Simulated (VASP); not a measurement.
# LiMoF4 (P4/mmm) in VASP: a series of runs

LiMoF4 is run at these levels: PBE; tasks: single point.

Program: VASP 6.6.1. These are calculated values, not measurements. Logs are shortened: lines on timing, memory, paths and dates and some standing lists are left out, and cuts for length are marked.

**1. The cell of the first run**

The structure is tetragonal, space group P4/mmm (No. 123). Conventional cell: a = 3.960 Å, b = 3.960 Å, c = 6.449 Å, α = 90.00°, β = 90.00°, γ = 90.00°. Li (site symmetry 4/mmm) has 16 F at 3.06 to 3.78 Å and 4 Li at 3.96 Å within 4.0 Å. Within 2.6 Å of Mo (site symmetry 4/mmm) lie 6 F at 1.98 to 2.00 Å. F (site symmetry 4mm) has 1 Mo at 2.00 Å and 1 F at 2.45 Å within 2.6 Å. F (site symmetry mmm) has 2 Mo at 1.98 Å within 2.6 Å.

**2. Single point, PBE, collinear spin**

Input file INCAR:

```
  ALGO = Normal
  EDIFF = 1E-6
  ENCUT = 520
  GGA = PE
  ISIF = 2
  ISMEAR = 0
  ISPIN = 2
  LASPH = T
  LCHARG = F
  LMAXMIX = 4
  LORBIT = 11
  LREAL = F
  LWAVE = F
  MAGMOM = 0 1 0 0 0 0
  NBANDS = 36
  NELM = 150
  PREC = Accurate
  SIGMA = 0.1
```

Input file KPOINTS:

```
k-points
0
Gamma
  4 4 4
```

Input file POSCAR:

```
LiMoF4
1.0
    3.9600000000      0.0000000000      0.0000000000
    0.0000000000      3.9600000000      0.0000000000
    0.0000000000      0.0000000000      6.4494897400
Li Mo F
1 1 4
Direct
    0.5000000000      0.5000000000      0.5000000000
    0.0000000000      0.0000000000      0.0000000000
    0.0000000000      0.0000000000      0.6898979500
    0.5000000000      0.0000000000      0.0000000000
    0.0000000000      0.5000000000      0.0000000000
    0.0000000000      0.0000000000      0.3101020500
```

Potentials or basis: VASP PAW PBE potentials, release 64 (Li_sv, Mo_sv, F).

On the command line:

```sh
$ cat potpaw_PBE.64/Li_sv/POTCAR potpaw_PBE.64/Mo_sv/POTCAR potpaw_PBE.64/F/POTCAR > POTCAR
$ mpirun -np 1 vasp_std > vasp.out
```

OUTCAR:

```text
EDIFF = 1E-6
   ENCUT = 520
   GGA = PE
   ISIF = 2
   ISMEAR = 0
   ISPIN = 2
   LASPH = T
   LORBIT = 11
   LREAL = F
   NELM = 150
   PREC = Accurate

 ion  position               nearest neighbor table
   1  0.500  0.500  0.500-
   2  0.000  0.000  0.000-   4 1.98   5 1.98   5 1.98   4 1.98   3 2.00   6 2.00
   3  0.000  0.000  0.690-   2 2.00
   4  0.500  0.000  0.000-   2 1.98   2 1.98
   5  0.000  0.500  0.000-   2 1.98   2 1.98
   6  0.000  0.000  0.310-   2 2.00

  LATTYP: Found a simple tetragonal cell.
 ALAT       =     3.9600000000
 C/A-ratio  =     1.6286590253

  Lattice vectors:

 A1 = (   3.9600000000,   0.0000000000,   0.0000000000)
 A2 = (   0.0000000000,   3.9600000000,   0.0000000000)
 A3 = (   0.0000000000,   0.0000000000,   6.4494897400)

Analysis of symmetry for initial positions (statically):
=====================================================================
 Subroutine PRICEL returns:
 Original cell was already a primitive cell.

 Routine SETGRP: Setting up the symmetry group for a
 simple tetragonal supercell.

 Subroutine GETGRP returns: Found 16 space group operations
 (whereof 16 operations were pure point group operations)
 out of a pool of 16 trial point group operations.

The static configuration has the point symmetry D_4h.

Analysis of symmetry for dynamics (positions and initial velocities):
=====================================================================
 Subroutine PRICEL returns:
 Original cell was already a primitive cell.

 Routine SETGRP: Setting up the symmetry group for a
 simple tetragonal supercell.

 Subroutine GETGRP returns: Found 16 space group operations
 (whereof 16 operations were pure point group operations)
 out of a pool of 16 trial point group operations.

The dynamic configuration has the point symmetry D_4h.

Analysis of structural, dynamic, and magnetic symmetry:
=====================================================================
 Subroutine PRICEL returns:
 Original cell was already a primitive cell.

 Routine SETGRP: Setting up the symmetry group for a
 simple tetragonal supercell.

 Subroutine GETGRP returns: Found 16 space group operations
 (whereof 16 operations were pure point group operations)
 out of a pool of 16 trial point group operations.

The overall configuration has the point symmetry D_4h.

 Subroutine INISYM returns: Found 16 space group operations
 (whereof 16 operations are pure point group operations),
 and found     1 'primitive' translations

----------------------------------------------------------------------------------------

                                     Primitive cell

  volume of cell :     101.1383

  direct lattice vectors                    reciprocal lattice vectors
     3.960000000  0.000000000  0.000000000     0.252525253  0.000000000  0.000000000
     0.000000000  3.960000000  0.000000000     0.000000000  0.252525253  0.000000000
     0.000000000  0.000000000  6.449489740     0.000000000  0.000000000  0.155051026

  length of vectors
     3.960000000  3.960000000  6.449489740     0.252525253  0.252525253  0.155051026

  position of ions in fractional coordinates (direct lattice)
     0.500000000  0.500000000  0.500000000
     0.000000000  0.000000000  0.000000000
     0.000000000  0.000000000  0.689897950
     0.500000000  0.000000000  0.000000000
     0.000000000  0.500000000  0.000000000
     0.000000000  0.000000000  0.310102050

  ion indices of the primitive-cell ions
   primitive index   ion index
                 1           1
                 2           2
                 3           3
                 4           4
                 5           5
                 6           6

----------------------------------------------------------------------------------------

 KPOINTS: k-points

Automatic generation of k-mesh.
[... 23 lines left out ...]
  0.000000  0.000000  0.000000      1.000000
  0.250000  0.000000  0.000000      4.000000
  0.500000  0.000000  0.000000      2.000000
  0.250000  0.250000  0.000000      4.000000
  0.500000  0.250000  0.000000      4.000000
  0.500000  0.500000  0.000000      1.000000
[... 10 lines left out ...]
  0.500000  0.250000  0.500000      4.000000
  0.500000  0.500000  0.500000      1.000000
   k-points           NKPTS =     18   k-points in BZ     NKDIM =     18   number of bands    NBANDS=     36
   number of dos      NEDOS =    301   number of ions     NIONS =      6
   total plane-waves  NPLWV =  43200
   dimension x,y,z NGX =    30 NGY =   30 NGZ =   48
   dimension x,y,z NGXF=    60 NGYF=   60 NGZF=   96
   ions per type =               1   1   4
   NGX,Y,Z   is equivalent  to a cutoff of  12.59, 12.59, 12.37 a.u.
   NGXF,Y,Z  is equivalent  to a cutoff of  25.19, 25.19, 24.75 a.u.
 SYSTEM =  unknown system
   PREC   = accura    normal or accurate (medium, high low for compatibility)
   ISTART =      0    job   : 0-new  1-cont  2-samecut
   ICHARG =      2    charge: 1-file 2-atom 10-const
   ISPIN  =      2    spin polarized calculation?
   LNONCOLLINEAR =      F non collinear calculations
   LSORBIT =      F    spin-orbit coupling
   LASPH  =      T    aspherical Exc in radial PAW
   ENCUT  =  520.0 eV  38.22 Ry    6.18 a.u.   7.36  7.36 11.99*2*pi/ulx,y,z
   NELM   =    150;   NELMIN=  2; NELMDL= -5     # of ELM steps
   EDIFF  = 0.1E-05   stopping-criterion for ELM
   LREAL  =      F    real-space projection
   EDIFFG = 0.1E-04   stopping-criterion for IOM
   NSW    =      0    number of steps for IOM
   IBRION =     -1    ionic relax: 0-MD 1-quasi-New 2-CG
   NFREE  =      0    steps in history (QN), initial steepest desc. (CG)
   ISIF   =      2    stress and relaxation
   ISYM   =      2    0-nonsym 1-usesym 2-fastsym
   POTIM  = 0.5000    time-step for ionic-motion
   TEBEG  =    0.0;   TEEND  =   0.0 temperature during run
   PSTRESS=    0.0 pullay stress
   NELECT =      45.0000    total number of electrons
   NUPDOWN=      -1.0000    fix difference up-down
   EMIN   =  10.00;   EMAX   =-10.00  energy-range for DOS
   EFERMI =   0.00;   METHOD = LEGACY
   ISMEAR =     0;   SIGMA  =   0.10  broadening in eV -4-tet -1-fermi 0-gaus
   EFERMI_NEDOS =   21; number of points for ismear=-14 and -15
   IALGO  =     38    algorithm
   IMIX   =      4    mixing-type and parameters
     AMIX     =   0.40;   BMIX     =  1.00
     AMIX_MAG =   1.60;   BMIX_MAG =  1.00
  volume/ion in A,a.u.               =      16.86       113.75
  Fermi-wavevector in a.u.,A,eV,Ry     =   1.249800  2.361779 21.252292  1.561999
  Thomas-Fermi vector in A             =   2.383824
   LORBIT       =     11    0 simple, 1 ext, 2 COOP (PROOUT), +10 PAW based schemes
   GGA     = PE    functional components
   LHFCALC =     F    Hartree Fock is set to
   AEXX    =    0.0000 exact exchange contribution
   IVDW    =     0    specifies the selected vdW correction
   LEPSILON=     F    determine dielectric tensor
   LRPA    =     F    only Hartree local field effects (RPA)
 spin polarized calculation
 Gauss-broadening in eV      SIGMA  =   0.10
  energy-cutoff  :      520.00
  volume of cell :      101.14
 maximum number of plane-waves:      2768
 NGX is ok and might be reduce to    30
   NGX = 15   NGY = 15   NGZ = 23

 number of electron      44.9999950 magnetization       2.9170628

 Free energy of the ion-electron system (eV)
  ---------------------------------------------------
  ext. energy  EPLUGINS =         0.00000000
  ---------------------------------------------------
  free energy    TOTEN  =       -32.48632632 eV

  energy without entropy =      -32.48316964  energy(sigma->0) =      -32.48474798

 E-fermi :   3.2828     XC(G=0):  -7.8352

 val. band max:        3.1943495092   @ k =   0.0000   0.0000   0.0000
 cond. band min:       3.2935746470   @ k =   0.0000   0.0000   0.0000
 fundamental gap:      0.0992251378
 Fermi energy:         3.2827870043

 spin component 1

 k-point     1 :       0.0000    0.0000    0.0000
  band No.  band energies     occupation
      1     -59.7287      1.00000
      2     -47.0365      1.00000
      3     -34.0833      1.00000
      4     -34.0831      1.00000
      5     -33.9400      1.00000
      6     -23.4110      1.00000
[... 655 lines left out ...]
     33      11.7072      0.00000
     34      12.8612      0.00000
 Fermi energy:         3.2827870043

 spin component 2

 k-point     1 :       0.0000    0.0000    0.0000
  band No.  band energies     occupation
      1     -58.0441      1.00000
      2     -47.0317      1.00000
      3     -32.2665      1.00000
      4     -32.2665      1.00000
      5     -32.0937      1.00000
      6     -23.2527      1.00000
[... 655 lines left out ...]
     33      12.0428      0.00000
     34      13.4288      0.00000
 [bands above 34 left out]

------------------------ aborting loop because EDIFF is reached ----------------------------------------

  FORCE on cell =-STRESS in cart. coord.  units (eV):
  Direction    XX          YY          ZZ          XY          YZ          ZX
  --------------------------------------------------------------------------------------
  -------------------------------------------------------------------------------------
  Total        4.3641757      4.3641757      4.2619086      0.0000000     -0.0000000      0.0000000
  in kB       69.1348589     69.1348589     67.5148005      0.0000000     -0.0000000      0.0000000
  external PRESSURE =      68.5948394 kB  Pullay stress =       0.0000000 kB

 VOLUME and BASIS-vectors are now :
 -----------------------------------------------------------------------------
  energy-cutoff  :      520.00
  volume of cell :      101.14
      direct lattice vectors                 reciprocal lattice vectors
     3.960000000  0.000000000  0.000000000     0.252525253  0.000000000  0.000000000
     0.000000000  3.960000000  0.000000000     0.000000000  0.252525253  0.000000000
     0.000000000  0.000000000  6.449489740     0.000000000  0.000000000  0.155051026

 POSITION                                       TOTAL-FORCE (eV/Angst)
 -----------------------------------------------------------------------------------
      1.98000      1.98000      3.22474         0.000000      0.000000      0.000000
      0.00000      0.00000      0.00000         0.000000      0.000000      0.000000
      0.00000      0.00000      4.44949        -0.000000      0.000000     -0.565757
      1.98000      0.00000      0.00000         0.000000      0.000000      0.000000
      0.00000      1.98000      0.00000         0.000000      0.000000      0.000000
      0.00000      0.00000      2.00000         0.000000     -0.000000      0.565757
 -----------------------------------------------------------------------------------
    total drift:                                0.000000     -0.000000      0.000000

  FREE ENERGIE OF THE ION-ELECTRON SYSTEM (eV)
  ---------------------------------------------------
  free  energy   TOTEN  =       -32.4863263229 eV

  energy  without entropy=      -32.4831696353  energy(sigma->0) =      -32.48474798

 total charge

# of ion       s       p       d       tot
------------------------------------------
    1        1.986   0.004   0.000   1.990
    2        2.227   6.191   3.851  12.270
    3        1.738   4.340   0.000   6.077
    4        1.734   4.412   0.000   6.146
    5        1.734   4.412   0.000   6.146
    6        1.738   4.340   0.000   6.077
--------------------------------------------------
tot         11.157  23.698   3.851  38.706

 magnetization (x)

# of ion       s       p       d       tot
------------------------------------------
    1        0.001   0.000   0.000   0.001
    2        0.015   0.018   2.419   2.451
    3        0.000   0.048   0.000   0.048
    4       -0.001   0.068   0.000   0.067
    5       -0.001   0.068   0.000   0.067
    6        0.000   0.048   0.000   0.048
--------------------------------------------------
tot          0.015   0.249   2.419   2.683
```

It took 2 min on 1 thread of Intel Xeon Platinum 8259CL at 2.50GHz (Skylake/Cascade Lake), shared host; peak memory 0.27 GiB.

What came out:

| Quantity | Value |
| --- | --- |
| Free energy | -32.4863 eV |
| Largest force | 0.566 eV/Å |
| Net moment | 2.92 μB per cell |
| Site moments | Li +0.00; Mo +2.45; F +0.05, +0.07 (each value once) μB |
| Valence electrons inside the program's atomic spheres | Li 1.99; Mo 12.27; F 6.08, 6.15 (each value once) |

Forces on the atoms (eV/Å):
```
Li   0.000  0.000  0.000
Mo   0.000  0.000  0.000
F    0.000  0.000 -0.566
F    0.000  0.000  0.000
F    0.000  0.000  0.000
F    0.000  0.000  0.566
```

Caveat: the k points lie up to 0.40 Å⁻¹ apart; the cutoff is under 1.25 times the usual one of these potentials, so pressure, stress and relaxed cells hold a basis-set (Pulay) error.

**3. Single point, PBE, collinear spin**

This run uses another cell than the first one, of 18.54 Å³/atom.

Input file INCAR:

```
SYSTEM = LiMoF4
PREC     = Accurate       ! precision mode
ENCUT    = 520            ! plane-wave cutoff, eV
EDIFF    = 1E-7           ! SCF threshold, eV
ISMEAR   = 0              ! smearing method
SIGMA    = 0.1            ! smearing width, eV
LREAL    = .FALSE.        ! projectors in reciprocal space
LASPH    = .TRUE.         ! aspherical terms in the spheres
NELM     = 150            ! most SCF steps
ALGO     = Normal         ! electronic algorithm
ISIF     = 2              ! what is computed and relaxed
LWAVE    = .FALSE.        ! write WAVECAR
LCHARG   = .TRUE.         ! write CHGCAR
ISPIN    = 2              ! spin polarisation
MAGMOM   = 0 1 0 0 0 0    ! initial moments
LORBIT   = 11             ! projections on sites
LMAXMIX  = 4              ! l up to which the mixer works
GGA      = PE             ! functional
LELF     = .TRUE.         ! ELF
LVHAR    = .TRUE.       
NBANDS   = 36             ! bands
```

Input file KPOINTS:

```
regular mesh
0
G
  4 4 4
  0 0 0
```

Input file POSCAR:

```
LiMoF4
1.0
    4.0817522137      0.0000000000      0.0000000000
    0.0000000000      4.0817522137      0.0000000000
    0.0000000000      0.0000000000      6.6778704019
Li Mo F
1 1 4
Direct
    0.5000000000      0.5000000000      0.5000000000
    0.0000000000      0.0000000000      0.0000000000
    0.0000000000      0.0000000000      0.6946371015
    0.5000000000      0.0000000000      0.0000000000
    0.0000000000      0.5000000000      0.0000000000
    0.0000000000      0.0000000000      0.3053628985
```

Potentials or basis: VASP PAW PBE potentials, release 64 (Li_sv, Mo_sv, F).

On the command line:

```sh
$ cat potpaw_PBE.64/Li_sv/POTCAR potpaw_PBE.64/Mo_sv/POTCAR potpaw_PBE.64/F/POTCAR > POTCAR
$ mpirun -np 1 vasp_std > vasp.out
```

Run time: 2.7 min. Hardware: 1 thread of Intel Xeon Platinum 8259CL at 2.50GHz (Skylake/Cascade Lake), shared host; peak memory 0.29 GiB.

The run converged. Its results:

```
Free energy                                           : -32.6954 eV
Largest force                                         : 0.077 eV/Å
Band gap on the k mesh                                : 0.13 eV (least direct gap 1.20 eV)
Net moment                                            : 3.00 μB per cell
Site moments                                          : Li +0.00; Mo +2.54; F +0.04, +0.06 (each value once) μB
Valence electrons inside the program's atomic spheres : Li 1.99; Mo 12.10; F 6.07, 6.12 (each value once)
```

Forces on the atoms (eV/Å):
```
Li   0.000  0.000  0.000
Mo   0.000  0.000  0.000
F    0.000  0.000 -0.077
F    0.000  0.000  0.000
F    0.000  0.000  0.000
F    0.000  0.000  0.077
```

Levels at points of the mesh, in eV from the valence-band top:
Spin up:
| k point | band 21 | band 22 | band 23 | band 24 | band 25 | band 26 | band 27 | band 28 |
| --- | --- | --- | --- | --- | --- | --- | --- | --- |
| (0.00, 0.00, 0.00) | -4.83 | -2.09 | -1.07 | -1.07 | 0.13 | 0.54 | 1.72 | 3.10 |
| (0.50, 0.00, 0.00) | -4.87 | -1.05 | -0.84 | -0.18 | 1.26 | 2.10 | 2.38 | 3.99 |
| (0.50, 0.50, 0.00) | -4.92 | -0.16 | -0.16 | 0.00 | 3.23 | 3.45 | 3.67 | 3.67 |
| (0.00, 0.00, 0.50) | -5.10 | -2.09 | -1.14 | -1.14 | 0.54 | 0.79 | 1.38 | 2.51 |
| (0.50, 0.00, 0.50) | -5.09 | -1.12 | -0.84 | -0.25 | 1.31 | 2.53 | 2.72 | 3.63 |
| (0.50, 0.50, 0.50) | -5.30 | -0.23 | -0.23 | 0.00 | 3.28 | 3.67 | 3.75 | 3.75 |
Spin down:
```
           k point  band 17  band 18  band 19  band 20  band 21  band 22  band 23  band 24  band 25  band 26
(0.00, 0.00, 0.00)    -5.32    -5.32    -5.20    -5.20    -4.80     0.21     0.43     1.21     1.21     1.73
(0.50, 0.00, 0.00)    -5.52    -5.29    -5.17    -4.92    -4.83     1.25     1.49     2.08     2.29     2.41
(0.50, 0.50, 0.00)    -5.51    -5.51    -4.90    -4.90    -4.88     2.14     2.14     2.27     3.54     3.69
(0.00, 0.00, 0.50)    -5.89    -5.53    -5.53    -4.97    -4.97     0.43     0.81     1.16     1.16     1.73
(0.50, 0.00, 0.50)    -5.88    -5.49    -5.20    -5.18    -4.96     1.20     1.49     2.01     2.46     2.56
(0.50, 0.50, 0.50)    -5.63    -5.18    -5.18    -5.15    -5.15     2.05     2.05     2.29     3.30     3.78
```

Caveat: the cutoff is under 1.25 times the usual one of these potentials, so pressure, stress and relaxed cells hold a basis-set (Pulay) error.
